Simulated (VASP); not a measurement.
# Cs (P6/mmm) in VASP: further runs, part 2 of 2

VASP 6.6.1.

### Step 3. Single point, PBE (108.12 Å³/atom)

This run uses another cell than the first one, of 108.12 Å³/atom.

Input file INCAR:

```
ALGO = Normal
EDIFF = 1E-7
ENCUT = 520
GGA = PE
ISIF = 2
ISMEAR = -1
LASPH = True
LCHARG = True
LELF = True
LREAL = False
LVHAR = True
LWAVE = False
NBANDS = 20
NELM = 80
PREC = Accurate
SIGMA = 0.1
```

Input file KPOINTS:

```
k-points
0
Gamma
  6 6 8
```

Input file POSCAR:

```
Cs
1.0
    8.5425570077      0.0000000000      0.0000000000
   -4.2712785039      7.3980713819      0.0000000000
    0.0000000000      0.0000000000      5.1322608559
Cs
3
Direct
    1.0000000000      1.0000000000      0.0000000000
    0.3333333333      0.6666666667      0.5000000000
    0.6666666667      0.3333333333      0.5000000000
```

Potentials or basis: VASP PAW PBE potentials, release 64 (Cs_sv).

Started as:

```console
$ cat potpaw_PBE.64/Cs_sv/POTCAR > POTCAR
$ mpirun -np 1 vasp_std > vasp.out
```

OUTCAR:

```text
EDIFF = 1E-7
   ENCUT = 520
   GGA = PE
   ISIF = 2
   ISMEAR = -1
   LASPH = True
   LREAL = False
   NELM = 80
   PREC = Accurate

 ion  position               nearest neighbor table
   1  0.000  0.000  0.000-
   2  0.333  0.667  0.500-
   3  0.667  0.333  0.500-

  LATTYP: Found a hexagonal cell.
 ALAT       =     8.5425570077
 C/A-ratio  =     0.6007874283

  Lattice vectors:

 A1 = (   8.5425570077,   0.0000000000,   0.0000000000)
 A2 = (  -4.2712785039,   7.3980713819,   0.0000000000)
 A3 = (   0.0000000000,   0.0000000000,   5.1322608559)

Analysis of symmetry for initial positions (statically):
=====================================================================
 Subroutine PRICEL returns:
 Original cell was already a primitive cell.

 Routine SETGRP: Setting up the symmetry group for a
 hexagonal supercell.

 Subroutine GETGRP returns: Found 24 space group operations
[... 154 lines left out ...]
 NGX is ok and might be reduce to    64
   NGX = 31   NGY = 31   NGZ = 19

 number of electron      27.0000002 magnetization

 Free energy of the ion-electron system (eV)
  ---------------------------------------------------
  ext. energy  EPLUGINS =         0.00000000
  ---------------------------------------------------
  free energy    TOTEN  =        -2.57375435 eV

  energy without entropy =       -2.44999584  energy(sigma->0) =       -2.51187510

 E-fermi :   0.6123     XC(G=0):  -5.5627

 val. band max:        0.6090228275   @ k =   0.1667   0.1667   0.5000
 cond. band min:       0.6131882569   @ k =   0.1667   0.1667   0.0000
 fundamental gap:      0.0041654294
 Fermi energy:         0.6122843788

 k-point     1 :       0.0000    0.0000    0.0000
  band No.  band energies     occupation
      1     -23.2536      2.00000
      2     -23.2414      2.00000
      3     -23.1471      2.00000
      4     -10.1303      2.00000
      5     -10.1303      2.00000
      6     -10.0311      2.00000
[... 541 lines left out ...]
     19       2.0968      0.00000
     20       2.6031      0.00000

 [... further k-points ...]
[... 5 lines left out ...]
  --------------------------------------------------------------------------------------
  -------------------------------------------------------------------------------------
  Total        0.3830947      0.3830947      0.3312888     -0.0000000      0.0000000     -0.0000000
  in kB        1.8923507      1.8923507      1.6364480     -0.0000000      0.0000000     -0.0000000
  external PRESSURE =       1.8070498 kB  Pullay stress =       0.0000000 kB

 VOLUME and BASIS-vectors are now :
 -----------------------------------------------------------------------------
  energy-cutoff  :      520.00
  volume of cell :      324.35
      direct lattice vectors                 reciprocal lattice vectors
     8.542557008  0.000000000  0.000000000     0.117060969  0.067585182  0.000000000
    -4.271278504  7.398071382  0.000000000     0.000000000  0.135170364  0.000000000
     0.000000000  0.000000000  5.132260856     0.000000000  0.000000000  0.194845903

 POSITION                                       TOTAL-FORCE (eV/Angst)
 -----------------------------------------------------------------------------------
      0.00000      0.00000      0.00000         0.000000      0.000000      0.000000
     -0.00000      4.93205      2.56613        -0.000000      0.000000      0.000000
      4.27128      2.46602      2.56613         0.000000     -0.000000     -0.000000
 -----------------------------------------------------------------------------------
    total drift:                                0.000000     -0.000000      0.000000

  FREE ENERGIE OF THE ION-ELECTRON SYSTEM (eV)
  ---------------------------------------------------
  free  energy   TOTEN  =        -2.5737543540 eV

  energy  without entropy=       -2.4499958410  energy(sigma->0) =       -2.51187510
```

OSZICAR:

```text
N       E                     dE             d eps       ncg     rms          rms(c)
DAV:   1     0.206148405462E+03    0.20615E+03   -0.88015E+03  1400   0.976E+02
DAV:   2     0.265591162433E+02   -0.17959E+03   -0.17622E+03  1876   0.174E+02
DAV:   3    -0.198591301217E+01   -0.28545E+02   -0.28468E+02  1664   0.738E+01
DAV:   4    -0.256642637196E+01   -0.58051E+00   -0.57997E+00  1716   0.137E+01
DAV:   5    -0.257174004065E+01   -0.53137E-02   -0.53114E-02  1952   0.121E+00    0.237E-01
DAV:   6    -0.257167744273E+01    0.62598E-04   -0.52179E-03  1816   0.328E-01    0.157E-01
DAV:   7    -0.257334364567E+01   -0.16662E-02   -0.97873E-03  1808   0.450E-01    0.694E-02
DAV:   8    -0.257374654858E+01   -0.40290E-03   -0.69094E-04  1888   0.127E-01    0.123E-02
DAV:   9    -0.257375480914E+01   -0.82606E-05   -0.22449E-05  1864   0.210E-02    0.610E-03
DAV:  10    -0.257375455023E+01    0.25891E-06   -0.36140E-06  1664   0.786E-03    0.148E-03
DAV:  11    -0.257375416478E+01    0.38545E-06   -0.37769E-07  1544   0.259E-03    0.553E-04
DAV:  12    -0.257375427321E+01   -0.10843E-06   -0.62652E-08  1116   0.130E-03    0.219E-04
DAV:  13    -0.257375435399E+01   -0.80785E-07   -0.11903E-08  1076   0.536E-04
   1 F= -.25737544E+01 E0= -.25118751E+01  d E =-.123759E+00
```

stdout:

```text
POSCAR found type information on POSCAR Cs
 POSCAR found :  1 types and       3 ions
 scaLAPACK will be used
 LDA part: xc-table for (Slater+PW92), standard interpolation
 POSCAR, INCAR and KPOINTS ok, starting setup
 FFT: planning ... GRIDC
 FFT: planning ... GRID_SOFT
 FFT: planning ... GRID
 WAVECAR not read
 entering main loop
```

It took 1.9 min on 1 thread of AMD EPYC 9R45 (Zen 5), shared host; peak memory 0.48 GiB.

What came out:

- Free energy: -2.5738 eV
- Pressure: 0.2 GPa
- Band gap on the k mesh: zero (an odd number of electrons rules out a gap without spin polarisation)

Levels at points of the mesh, in eV from the Fermi level:
```csv
k point,band 10,band 11,band 12,band 13,band 14,band 15,band 16,band 17
"(0.00, 0.00, 0.00)",-10.55,-10.55,-10.51,-1.74,0.68,0.90,0.90,0.91
"(0.50, 0.00, 0.00)",-10.57,-10.56,-10.51,-0.85,-0.85,0.00,0.92,1.50
"(0.00, 0.00, 0.50)",-10.61,-10.56,-10.56,-0.19,0.07,0.70,0.70,0.91
"(0.50, 0.00, 0.50)",-10.60,-10.56,-10.55,0.14,0.19,0.72,0.73,0.85
```

Caveat: spin-orbit coupling is left out, which moves the levels of the heavy elements.

### Step 4. Single point, PBE (112.82 Å³/atom)

This run uses another cell than the first one, of 112.82 Å³/atom.

Input file INCAR:

```
PREC = Accurate ; ENCUT = 520
EDIFF = 1E-7 ; ISMEAR = -1
SIGMA = 0.1 ; LREAL = False
LASPH = True ; NELM = 100
ALGO = Normal ; ISIF = 2
LWAVE = False ; LCHARG = False
GGA = PE ; NBANDS = 20
```

Input file KPOINTS:

```
Automatic mesh
0
Gamma
  6 6 8
```

Input file POSCAR:

```
Cs
1.0
    8.6646100264      0.0000000000      0.0000000000
   -4.3323050132      7.5037723967      0.0000000000
    0.0000000000      0.0000000000      5.2055887752
Cs
3
Direct
    1.0000000000      1.0000000000      0.0000000000
    0.3333333333      0.6666666667      0.5000000000
    0.6666666667      0.3333333333      0.5000000000
```

Started as:

```console
$ cat potpaw_PBE.64/Cs_sv/POTCAR > POTCAR
$ mpirun -np 1 vasp_std > vasp.out
```

It took 1.9 min on 1 thread of AMD EPYC 9R45 (Zen 5), shared host; peak memory 0.48 GiB.

Results (log left out):

- Free energy: -2.5858 eV
- Pressure: 0.1 GPa
- Band gap on the k mesh: zero (an odd number of electrons rules out a gap without spin polarisation)

Levels at points of the mesh, in eV from the Fermi level:
| k point | band 9 | band 10 | band 11 | band 12 | band 13 | band 14 | band 15 | band 16 | band 17 | band 18 |
| --- | --- | --- | --- | --- | --- | --- | --- | --- | --- | --- |
| (0.00, 0.00, 0.00) | -10.62 | -10.57 | -10.57 | -10.54 | -1.69 | 0.69 | 0.88 | 0.88 | 0.90 | 0.90 |
| (0.50, 0.00, 0.00) | -10.63 | -10.59 | -10.58 | -10.54 | -0.84 | -0.84 | 0.02 | 0.87 | 1.50 | 1.66 |
| (0.00, 0.00, 0.50) | -10.63 | -10.63 | -10.58 | -10.58 | -0.20 | 0.05 | 0.74 | 0.74 | 0.92 | 0.92 |
| (0.50, 0.00, 0.50) | -10.64 | -10.62 | -10.58 | -10.58 | 0.16 | 0.19 | 0.70 | 0.75 | 0.81 | 1.11 |

Caveat: spin-orbit coupling is left out, which moves the levels of the heavy elements.

### Step 5. Single point, PBE

This run uses another cell than the first one, of 117.52 Å³/atom.

Input file INCAR:

```
SYSTEM = Cs
PREC = Accurate
ENCUT = 520
EDIFF = 1E-7
ISMEAR = -1
SIGMA = 0.1
LREAL = .FALSE.
LASPH = .TRUE.
NELM = 100
ALGO = Normal
ISIF = 2
LWAVE = .FALSE.
LCHARG = .FALSE.
GGA = PE
NBANDS = 20
```

Input file KPOINTS:

```
regular mesh
0
G
  6 6 8
  0 0 0
```

Input file POSCAR:

```
Cs
1.0
    8.7833180656      0.0000000000      0.0000000000
   -4.3916590328      7.6065765743      0.0000000000
    0.0000000000      0.0000000000      5.2769070727
Cs
3
Direct
    1.0000000000      1.0000000000      0.0000000000
    0.3333333333      0.6666666667      0.5000000000
    0.6666666667      0.3333333333      0.5000000000
```

Started as:

```console
$ cat potpaw_PBE.64/Cs_sv/POTCAR > POTCAR
$ mpirun -np 1 vasp_std > vasp.out
```

Run time: 2.6 min. Hardware: 1 thread of AMD EPYC 9R45 (Zen 5), shared host; peak memory 0.51 GiB.

Results (log left out):

```
Free energy            : -2.5899 eV
Pressure               : 0.0 GPa
Band gap on the k mesh : zero (an odd number of electrons rules out a gap without spin polarisation)
```

Levels at points of the mesh, in eV from the Fermi level:
```tsv
k point	band 10	band 11	band 12	band 13	band 14	band 15	band 16	band 17
(0.00, 0.00, 0.00)	-10.60	-10.60	-10.57	-1.65	0.70	0.87	0.87	0.88
(0.50, 0.00, 0.00)	-10.62	-10.61	-10.57	-0.83	-0.83	0.04	0.83	1.50
(0.00, 0.00, 0.50)	-10.65	-10.61	-10.61	-0.20	0.04	0.77	0.77	0.94
(0.50, 0.00, 0.50)	-10.65	-10.61	-10.60	0.18	0.19	0.68	0.77	0.77
```

Caveat: spin-orbit coupling is left out, which moves the levels of the heavy elements.

### Step 6. The runs side by side

```csv
cell,gap on the mesh (eV),pressure (GPa)
"a = 8.417, b = 8.417, c = 5.057 Å, angles 90.0, 90.0, 120.0°, 3 atoms",none,0.3
"a = 8.543, b = 8.543, c = 5.132 Å, angles 90.0, 90.0, 120.0°, 3 atoms",none,0.2
"a = 8.665, b = 8.665, c = 5.206 Å, angles 90.0, 90.0, 120.0°, 3 atoms",none,0.1
"a = 8.783, b = 8.783, c = 5.277 Å, angles 90.0, 90.0, 120.0°, 3 atoms",none,0.0
```

Alike in all rows: task single point; level PBE; potentials or basis VASP PAW PBE potentials, release 64 (Cs_sv); no spin polarisation; k mesh 6 × 6 × 8; cutoff (eV) 520; smearing fermi-dirac 0.1 eV.

Caveats: spin-orbit coupling is left out, which moves the levels of the heavy elements.

Absolute energies hang on the potentials; compare differences alone.
